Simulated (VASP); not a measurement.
Here is a VASP 6.6.1 calculation.

Contents of INCAR:

```
SYSTEM = HoO
ALGO = Normal
EDIFF = 1E-6
ENCUT = 600
GGA = PE
GGA_COMPAT = .False.
ISIF = 2
ISMEAR = 0
LASPH = .True.
LCHARG = .False.
LMAXMIX = 6
LREAL = .False.
LWAVE = .False.
NBANDS = 14
NELM = 200
PREC = Accurate
SIGMA = 0.1
```

The input KPOINTS:

```
k-points
0
Gamma
  18 18 18
  0 0 0
```

File POSCAR:

```
HoO
1.0
    3.2390161428      0.0000000000      0.0000000000
   -1.6195080714      2.8050702630      0.0000000000
    0.0000000000      0.0000000000      3.0991777797
Ho O
1 1
Direct
    0.6666666667      0.3333333333      0.0000000000
    0.0000000000      0.0000000000      0.5000000000
```

Potentials or basis: VASP PAW PBE potentials, release 64 (Ho_3, O), 4f in core.

Command:

```sh
$ cat potpaw_PBE.64/Ho_3/POTCAR potpaw_PBE.64/O/POTCAR > POTCAR
$ mpirun -np 1 vasp_std > vasp.out
```

Problem. Predict the band gap on the k mesh.

Solution. Zero (an odd number of electrons rules out a gap without spin polarisation).

Problem. Estimate the pressure.

Solution. 0.9 GPa.

Caveat: spin-orbit coupling is left out, which moves the levels of the heavy elements; the 4f electrons are frozen in the core, so they carry no moment and show no levels; an odd number of electrons without spin polarisation forces a metal; a magnetic or distorted state may lie lower; the run has no spin polarisation, though such a crystal can be magnetic. Spin polarisation is off, so any magnetic state and its effect on volume and gap are missing.
